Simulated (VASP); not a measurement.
Crystal: AgI.

```xyz
2
Lattice="0.0000 3.2886 3.2886 3.2886 0.0000 3.2886 3.2886 3.2886 0.0000" Properties=species:S:1:pos:R:3 pbc="T T T"
Ag    0.0000    0.0000    0.0000
I     1.6443    1.6443    1.6443
```

Base run:

| Property | Result |
| --- | --- |
| Program | VASP 6.6.1 |
| Functional | r2SCAN |
| Potentials or basis | VASP PAW PBE potentials, release 64 (Ag, I) |
| Cutoff | 550 eV |
| k mesh | 6 × 6 × 6 |
| Occupations | gaussian, width 0.01 eV |
| Spin | no spin polarisation |

Its results: band gap on the k mesh 1.79 eV, direct; pressure -0.1 GPa.

Q: The run is repeated on the same cell with these changes: functional from r2SCAN to PBE; cutoff from 550 eV to 500 eV. What comes out?

A: Band gap on the k mesh 1.34 eV, direct; pressure 0.6 GPa.

r2SCAN gives the wider gap, since meta-GGAs in the generalised Kohn-Sham scheme recover part of the derivative discontinuity.

Caveats: spin-orbit coupling is left out, which moves the levels of the heavy elements; the PAW data sets were made with another functional, which shifts forces and pressure a little (some runs).

